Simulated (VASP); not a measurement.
# TiInSe3 (Pm-3m) in VASP: a series of runs

Runs on TiInSe3. Level: PBE. Tasks: relaxation of cell and atoms.

Program: VASP 6.6.1. These are calculated values, not measurements. Logs are shortened: lines on timing, memory, paths and dates and some standing lists are left out, and cuts for length are marked.

## (1) The cell of the first run

It takes space group Pm-3m (No. 221, cubic). The conventional cell has a = 5.020 Å, b = 5.020 Å, c = 5.020 Å, α = 90.00°, β = 90.00°, γ = 90.00°. Within 3.3 Å of Ti (site symmetry m-3m) lie 6 Se at 2.51 Å. Within 4.7 Å of In (site symmetry m-3m) lie 12 Se at 3.55 Å and 8 Ti at 4.35 Å. Within 3.3 Å of Se (site symmetry 4/mmm) lie 2 Ti at 2.51 Å.

The cell was generated, and may not be a known phase.

## (2) Relaxation of cell and atoms, PBE

Input file INCAR:

```
PREC = Accurate
ENCUT = 600
EDIFF = 1E-6
ISMEAR = 0
SIGMA = 0.1
LREAL = False
LASPH = True
NELM = 80
ALGO = Normal
ISIF = 3
LWAVE = False
LCHARG = False
GGA = PE
IBRION = 2
NSW = 100
EDIFFG = -0.01
```

Input file KPOINTS:

```
Automatic mesh
0
Gamma
  8 8 8
```

Input file POSCAR:

```
TiInSe3
1.0
    5.0202294873      0.0000000000      0.0000000000
    0.0000000000      5.0202294873      0.0000000000
    0.0000000000      0.0000000000      5.0202294873
Ti In Se
1 1 3
Direct
    0.5000000000      0.5000000000      0.5000000000
    0.0000000000      0.0000000000      0.0000000000
    0.0000000000      0.5000000000      0.5000000000
    0.5000000000      0.5000000000      0.0000000000
    0.5000000000      0.0000000000      0.5000000000
```

Potentials or basis: VASP PAW PBE potentials, release 64 (Ti_sv, In_d, Se).

The run is started by

```console
cat potpaw_PBE.64/Ti_sv/POTCAR potpaw_PBE.64/In_d/POTCAR potpaw_PBE.64/Se/POTCAR > POTCAR
mpirun -np 1 vasp_std > vasp.out
```

OUTCAR:

```text
PREC = Accurate
   ENCUT = 600
   EDIFF = 1E-6
   ISMEAR = 0
   LREAL = False
   LASPH = True
   NELM = 80
   ISIF = 3
   GGA = PE
   IBRION = 2
   NSW = 100
   EDIFFG = -0.01

 ion  position               nearest neighbor table
   1  0.500  0.500  0.500-   3 2.51   4 2.51   5 2.51   4 2.51   5 2.51   3 2.51
   2  0.000  0.000  0.000-
   3  0.000  0.500  0.500-   1 2.51   1 2.51
   4  0.500  0.500  0.000-   1 2.51   1 2.51
   5  0.500  0.000  0.500-   1 2.51   1 2.51

  LATTYP: Found a simple cubic cell.
 ALAT       =     5.0202294873

  Lattice vectors:

 A1 = (   5.0202294873,   0.0000000000,   0.0000000000)
 A2 = (   0.0000000000,   5.0202294873,   0.0000000000)
 A3 = (   0.0000000000,   0.0000000000,   5.0202294873)

Analysis of symmetry for initial positions (statically):
=====================================================================
 Subroutine PRICEL returns:
 Original cell was already a primitive cell.

 Routine SETGRP: Setting up the symmetry group for a
 simple cubic supercell.

 Subroutine GETGRP returns: Found 48 space group operations
 (whereof 48 operations were pure point group operations)
 out of a pool of 48 trial point group operations.

The static configuration has the point symmetry O_h .

Analysis of symmetry for dynamics (positions and initial velocities):
=====================================================================
 Subroutine PRICEL returns:
 Original cell was already a primitive cell.

 Routine SETGRP: Setting up the symmetry group for a
 simple cubic supercell.

 Subroutine GETGRP returns: Found 48 space group operations
 (whereof 48 operations were pure point group operations)
 out of a pool of 48 trial point group operations.

The dynamic configuration has the point symmetry O_h .

 Subroutine INISYM returns: Found 48 space group operations
 (whereof 48 operations are pure point group operations),
 and found     1 'primitive' translations

----------------------------------------------------------------------------------------

                                     Primitive cell

  volume of cell :     126.5234

  direct lattice vectors                    reciprocal lattice vectors
     5.020229487  0.000000000  0.000000000     0.199194081  0.000000000  0.000000000
     0.000000000  5.020229487  0.000000000     0.000000000  0.199194081  0.000000000
     0.000000000  0.000000000  5.020229487     0.000000000  0.000000000  0.199194081

  length of vectors
     5.020229487  5.020229487  5.020229487     0.199194081  0.199194081  0.199194081

  position of ions in fractional coordinates (direct lattice)
     0.500000000  0.500000000  0.500000000
     0.000000000  0.000000000  0.000000000
     0.000000000  0.500000000  0.500000000
     0.500000000  0.500000000  0.000000000
     0.500000000  0.000000000  0.500000000

  ion indices of the primitive-cell ions
   primitive index   ion index
                 1           1
                 2           2
                 3           3
                 4           4
                 5           5

----------------------------------------------------------------------------------------

 KPOINTS: Automatic mesh

Automatic generation of k-mesh.
 Grid dimensions read from file:
 generate k-points for:    8    8    8

 Generating k-lattice:

[... 64 lines left out ...]
   NSW    =    100    number of steps for IOM
   IBRION =      2    ionic relax: 0-MD 1-quasi-New 2-CG
   NFREE  =      1    steps in history (QN), initial steepest desc. (CG)
   ISIF   =      3    stress and relaxation
   ISYM   =      2    0-nonsym 1-usesym 2-fastsym
   POTIM  = 0.5000    time-step for ionic-motion
   TEBEG  =    0.0;   TEEND  =   0.0 temperature during run
   PSTRESS=    0.0 pullay stress
   NELECT =      43.0000    total number of electrons
   NUPDOWN=      -1.0000    fix difference up-down
   EMIN   =  10.00;   EMAX   =-10.00  energy-range for DOS
   EFERMI =   0.00;   METHOD = LEGACY
   ISMEAR =     0;   SIGMA  =   0.10  broadening in eV -4-tet -1-fermi 0-gaus
   EFERMI_NEDOS =   21; number of points for ismear=-14 and -15
   IALGO  =     38    algorithm
   IMIX   =      4    mixing-type and parameters
     AMIX     =   0.40;   BMIX     =  1.00
     AMIX_MAG =   1.60;   BMIX_MAG =  1.00
  volume/ion in A,a.u.               =      25.30       170.76
  Fermi-wavevector in a.u.,A,eV,Ry     =   1.142459  2.158935 17.758505  1.305213
  Thomas-Fermi vector in A             =   2.279157
   LORBIT       =      0    0 simple, 1 ext, 2 COOP (PROOUT), +10 PAW based schemes
   GGA     = PE    functional components
   LHFCALC =     F    Hartree Fock is set to
   AEXX    =    0.0000 exact exchange contribution
   IVDW    =     0    specifies the selected vdW correction
   LEPSILON=     F    determine dielectric tensor
   LRPA    =     F    only Hartree local field effects (RPA)
 conjugate gradient relaxation of ions
 non-spin polarized calculation
 Gauss-broadening in eV      SIGMA  =   0.10
  energy-cutoff  :      600.00
  volume of cell :      126.52
 maximum number of plane-waves:      4260
   NGX = 21   NGY = 21   NGZ = 21

--------------------------------------- Ionic step        1  -------------------------------------------

 number of electron      43.0000004 magnetization

 Free energy of the ion-electron system (eV)
  ---------------------------------------------------
  ext. energy  EPLUGINS =         0.00000000
  ---------------------------------------------------
  free energy    TOTEN  =       -23.64697783 eV

  energy without entropy =      -23.63640716  energy(sigma->0) =      -23.64169249

------------------------ aborting loop because EDIFF is reached ----------------------------------------

  FORCE on cell =-STRESS in cart. coord.  units (eV):
  Direction    XX          YY          ZZ          XY          YZ          ZX
  --------------------------------------------------------------------------------------
  -------------------------------------------------------------------------------------
  Total        0.1389522      0.1389522      0.1389522      0.0000000      0.0000000     -0.0000000
  in kB        1.7595646      1.7595646      1.7595646      0.0000000      0.0000000     -0.0000000
  external PRESSURE =       1.7595646 kB  Pullay stress =       0.0000000 kB

 VOLUME and BASIS-vectors are now :
 -----------------------------------------------------------------------------
  energy-cutoff  :      600.00
  volume of cell :      126.52
      direct lattice vectors                 reciprocal lattice vectors
     5.020229487  0.000000000  0.000000000     0.199194081  0.000000000  0.000000000
     0.000000000  5.020229487  0.000000000     0.000000000  0.199194081  0.000000000
     0.000000000  0.000000000  5.020229487     0.000000000  0.000000000  0.199194081

 POSITION                                       TOTAL-FORCE (eV/Angst)
 -----------------------------------------------------------------------------------
      2.51011      2.51011      2.51011         0.000000      0.000000      0.000000
      0.00000      0.00000      0.00000         0.000000      0.000000      0.000000
      0.00000      2.51011      2.51011         0.000000      0.000000      0.000000
      2.51011      2.51011      0.00000         0.000000      0.000000      0.000000
      2.51011      0.00000      2.51011         0.000000      0.000000      0.000000
 -----------------------------------------------------------------------------------
    total drift:                                0.000000      0.000000     -0.000000

  FREE ENERGIE OF THE ION-ELECTRON SYSTEM (eV)
  ---------------------------------------------------
  free  energy   TOTEN  =       -23.6469778288 eV

  energy  without entropy=      -23.6364071610  energy(sigma->0) =      -23.64169249

--------------------------------------- Ionic step        2  -------------------------------------------

 number of electron      43.0000005 magnetization

 Free energy of the ion-electron system (eV)
  ---------------------------------------------------
  ext. energy  EPLUGINS =         0.00000000
  ---------------------------------------------------
  free energy    TOTEN  =       -23.64719988 eV

  energy without entropy =      -23.63656710  energy(sigma->0) =      -23.64188349

 E-fermi :   3.8537     XC(G=0):  -9.5113

 val. band max:        3.8447541120   @ k =   0.3750   0.2500   0.2500
 cond. band min:       3.8654509277   @ k =   0.5000   0.2500   0.2500
 fundamental gap:      0.0206968158
 Fermi energy:         3.8537296641

 k-point     1 :       0.0000    0.0000    0.0000
  band No.  band energies     occupation
      1     -53.6356      2.00000
      2     -29.8854      2.00000
      3     -29.8854      2.00000
      4     -29.8854      2.00000
      5      -9.7604      2.00000
      6      -9.7604      2.00000
[... 661 lines left out ...]
     24       5.5513      0.00000
     25       5.7009      0.00000

 [... further k-points ...]

------------------------ aborting loop because EDIFF is reached ----------------------------------------

  FORCE on cell =-STRESS in cart. coord.  units (eV):
  Direction    XX          YY          ZZ          XY          YZ          ZX
  --------------------------------------------------------------------------------------
  -------------------------------------------------------------------------------------
  Total       -0.0309441     -0.0309441     -0.0309441     -0.0000000     -0.0000000      0.0000000
  in kB       -0.3902758     -0.3902758     -0.3902758     -0.0000000     -0.0000000      0.0000000
  external PRESSURE =      -0.3902758 kB  Pullay stress =       0.0000000 kB

 VOLUME and BASIS-vectors are now :
 -----------------------------------------------------------------------------
  energy-cutoff  :      600.00
  volume of cell :      127.03
      direct lattice vectors                 reciprocal lattice vectors
     5.026960030 -0.000000000 -0.000000000     0.198927382 -0.000000000 -0.000000000
     0.000000000  5.026960030 -0.000000000     0.000000000  0.198927382 -0.000000000
     0.000000000  0.000000000  5.026960030     0.000000000  0.000000000  0.198927382

 POSITION                                       TOTAL-FORCE (eV/Angst)
 -----------------------------------------------------------------------------------
      2.51348      2.51348      2.51348         0.000000      0.000000      0.000000
      0.00000      0.00000      0.00000        -0.000000     -0.000000      0.000000
      0.00000      2.51348      2.51348        -0.000000      0.000000      0.000000
      2.51348      2.51348     -0.00000        -0.000000     -0.000000      0.000000
      2.51348      0.00000      2.51348        -0.000000      0.000000      0.000000
 -----------------------------------------------------------------------------------
    total drift:                                0.000000      0.000000     -0.000000

  FREE ENERGIE OF THE ION-ELECTRON SYSTEM (eV)
  ---------------------------------------------------
  free  energy   TOTEN  =       -23.6471998782 eV

  energy  without entropy=      -23.6365671003  energy(sigma->0) =      -23.64188349

 reached required accuracy - stopping structural energy minimisation
```

Wall time 4.3 min (1 thread of AMD EPYC 7R43 (Zen 3), shared host); peak memory 0.32 GiB.

Results:

| Quantity | Value |
| --- | --- |
| Free energy | -23.6472 eV |
| Relaxed volume | 25.41 Å³/atom |
| Relaxed cell | a = 5.027 Å, b = 5.027 Å, c = 5.027 Å, α = 90.00°, β = 90.00°, γ = 90.00° |
| Space group after relaxing (to 0.1 Å) | Pm-3m (No. 221) |
| Energy gained by relaxing | 0.0 meV/atom |
| Ionic steps | 2 |
| Pressure after relaxing | 0.0 GPa |
| Band gap on the k mesh | zero (an odd number of electrons rules out a gap without spin polarisation) |

Step by step:
```csv
step,energy change (eV),largest force (eV/Å),pressure (GPa),volume (Å³)
1,0.0000,0.0000,0.18,126.52
2,-0.0002,0.0000,-0.04,127.03
```

Final structure:
```
Ti In Se
1.0
     5.02696    0.00000    0.00000
     0.00000    5.02696    0.00000
     0.00000    0.00000    5.02696
Ti In Se
1 1 3
Direct
  0.50000 0.50000 0.50000
  0.00000 0.00000 0.00000
  0.00000 0.50000 0.50000
  0.50000 0.50000 0.00000
  0.50000 0.00000 0.50000
```

Caveat: spin-orbit coupling is left out, which moves the levels of the heavy elements; an odd number of electrons without spin polarisation forces a metal; a magnetic or distorted state may lie lower.

## (3) Relaxation of cell and atoms, PBE, collinear spin

This run uses another cell than the first one, of 21.91 Å³/atom.

Input file INCAR:

```
PREC     = Accurate       # precision mode
ENCUT    = 600            # plane-wave cutoff, eV
EDIFF    = 1E-7           # SCF threshold, eV
ISMEAR   = 0              # smearing method
SIGMA    = 0.1            # smearing width, eV
LREAL    = F              # projectors in reciprocal space
LASPH    = T              # aspherical terms in the spheres
NELM     = 150            # most SCF steps
ALGO     = Normal         # electronic algorithm
ISIF     = 3              # what is computed and relaxed
LWAVE    = F              # write WAVECAR
LCHARG   = F              # write CHGCAR
ISPIN    = 2              # spin polarisation
MAGMOM   = 1 0 0 0 0      # initial moments
LORBIT   = 11             # projections on sites
LMAXMIX  = 4              # l up to which the mixer works
GGA      = PE             # functional
IBRION   = 2              # ionic algorithm
NSW      = 90             # ionic steps
EDIFFG   = -0.04          # ionic threshold
```

Input file KPOINTS:

```
regular mesh
0
Gamma
  4 4 4
```

Edit POSCAR of step 2 so:

```diff
@@ -2,5 +2,5 @@
 1.0
-    5.0202294873      0.0000000000      0.0000000000
-    0.0000000000      5.0202294873      0.0000000000
-    0.0000000000      0.0000000000      5.0202294873
+    4.7846759200      0.0000000000      0.0000000000
+    0.0000000000      4.7846759200      0.0000000000
+    0.0000000000      0.0000000000      4.7846759200
 Ti In Se
```

Potentials or basis: VASP PAW PBE potentials, release 64 (Ti_sv, In_d, Se).

The run is started by

```console
cat potpaw_PBE.64/Ti_sv/POTCAR potpaw_PBE.64/In_d/POTCAR potpaw_PBE.64/Se/POTCAR > POTCAR
mpirun -np 1 vasp_std > vasp.out
```

Run time: 5.2 min. Hardware: 1 thread of AMD EPYC 7R43 (Zen 3), shared host; peak memory 0.27 GiB.

Results (log left out):

- Free energy: -23.5088 eV
- Relaxed volume: 25.47 Å³/atom
- Relaxed cell: a = 5.031 Å, b = 5.031 Å, c = 5.031 Å, α = 90.00°, β = 90.00°, γ = 90.00°
- Space group after relaxing (to 0.1 Å): Pm-3m (No. 221)
- Energy gained by relaxing: 114.5 meV/atom
- Ionic steps: 3
- Pressure after relaxing: 0.0 GPa
- Net moment: 0.00 μB per cell
- Valence electrons inside the program's atomic spheres: Ti 10.16; In 11.16; Se 3.83

The path:
| step | energy change (eV) | largest force (eV/Å) | pressure (GPa) | volume (Å³) |
| --- | --- | --- | --- | --- |
| 1 | 0.0000 | 0.0000 | 11.68 | 109.54 |
| 2 | -0.4660 | 0.0000 | -3.38 | 136.86 |
| 3 | -0.5727 | 0.0000 | 0.02 | 127.37 |

Final structure:
```
CELL_PARAMETERS angstrom
5.03143 0.00000 0.00000
0.00000 5.03143 0.00000
0.00000 0.00000 5.03143
ATOMIC_POSITIONS crystal
Ti 0.50000 0.50000 0.50000
In 0.00000 0.00000 0.00000
Se 0.00000 0.50000 0.50000
Se 0.50000 0.50000 0.00000
Se 0.50000 0.00000 0.50000
```

Levels at points of the mesh, in eV from the Fermi level:
Spin up:
```
           k point  band 18  band 19  band 20  band 21  band 22  band 23  band 24  band 25
(0.00, 0.00, 0.00)    -0.69    -0.69    -0.13    -0.13    -0.13     0.21     0.21     0.21
(0.50, 0.00, 0.00)    -2.35    -1.18    -0.16    -0.16     0.24     0.24     1.32     1.68
(0.50, 0.50, 0.00)    -2.11    -1.99    -1.99    -1.17     0.71     1.80     1.80     1.80
(0.50, 0.50, 0.50)    -3.04    -3.04     0.73     0.73     0.73     1.55     1.55     1.55
```
Spin down:
| k point | band 17 | band 18 | band 19 | band 20 | band 21 | band 22 | band 23 | band 24 | band 25 | band 26 |
| --- | --- | --- | --- | --- | --- | --- | --- | --- | --- | --- |
| (0.00, 0.00, 0.00) | -0.69 | -0.69 | -0.69 | -0.13 | -0.13 | -0.13 | 0.21 | 0.21 | 0.21 | 1.31 |
| (0.50, 0.00, 0.00) | -2.35 | -2.35 | -1.18 | -0.16 | -0.16 | 0.24 | 0.24 | 1.32 | 1.68 | 1.68 |
| (0.50, 0.50, 0.00) | -2.11 | -2.11 | -1.99 | -1.99 | -1.17 | 0.71 | 1.80 | 1.80 | 1.80 | 2.06 |
| (0.50, 0.50, 0.50) | -3.24 | -3.04 | -3.04 | 0.73 | 0.73 | 0.73 | 1.55 | 1.55 | 1.55 | 5.35 |

Caveat: the volume moved by over 15 % at a fixed basis, so the end points are rough; spin-orbit coupling is left out, which moves the levels of the heavy elements.

The gap in the log of VASP goes by the Fermi energy; the results here count the filled bands.